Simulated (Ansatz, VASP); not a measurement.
## Two plane-wave programs on Si5IrO12

```
Ir Si O
1.0
     9.83272    0.00000    0.00000
    -2.45818    4.25769    0.00000
     0.00000    0.00000    5.40840
Ir Si O
1 5 12
Direct
  0.20956 0.02802 0.66846
  0.74377 0.96865 0.66319
  0.99245 0.40918 0.32481
  0.49666 0.48447 0.32678
  0.27989 0.60446 0.01539
  0.76503 0.50914 0.99180
  0.28697 0.46234 0.74843
  0.71717 0.24389 0.77687
  0.34389 0.14062 0.39577
  0.85336 0.06916 0.41720
  0.43982 0.68777 0.16394
  0.91777 0.55899 0.14162
  0.12720 0.36854 0.18299
  0.61477 0.40981 0.16960
  0.05886 0.60791 0.57890
  0.57881 0.67267 0.57800
  0.26700 0.92479 0.96897
  0.82152 0.85166 0.87125
```

Alike in both runs: task single point; functional PBEsol; k mesh 4 × 4 × 3; occupations gaussian, width 0.05 eV; no spin polarisation; Hubbard terms Ir d U = 2.0 eV.

|  | VASP | Ansatz |
| --- | --- | --- |
| version | VASP 6.6.1 | Ansatz 0.2.0 |
| potentials or method | VASP PAW PBE potentials, release 64 (Ir, Si, O), cutoff 600 eV | scalar-relativistic, plane waves, PAW |
| valence electrons in the cell | 101 | 109 |

|  | VASP | Ansatz | Ansatz less VASP |
| --- | --- | --- | --- |
| gap on the k mesh at the Fermi level (eV) | none | none | - |
| pressure (GPa) | 2.7 | 2.4 | -0.39 |
| traceless stress, the component that is largest in VASP (GPa) | -1.94 | -1.94 | +0.007 |
| rms of the force components (eV/Å) | 0.061 | 0.045 | -0.0158 |

VASP's potentials were made for PBE, not for PBEsol. The programs project onto different local orbitals, so the same U acts differently, and such runs can settle in different states. Atom by atom the forces differ by 0.038 eV/Å (rms over components). A gap of «none» marks a metal or a gap that the smearing closes. VASP's potentials hold 101 valence electrons a cell and Ansatz's 109, so a difference there can come from the potentials and not from the codes. Ansatz's warnings: filled band counts differ across k points.

The k mesh is coarse, so the values compare programs but aren't converged. Neither program's run includes spin-orbit coupling.
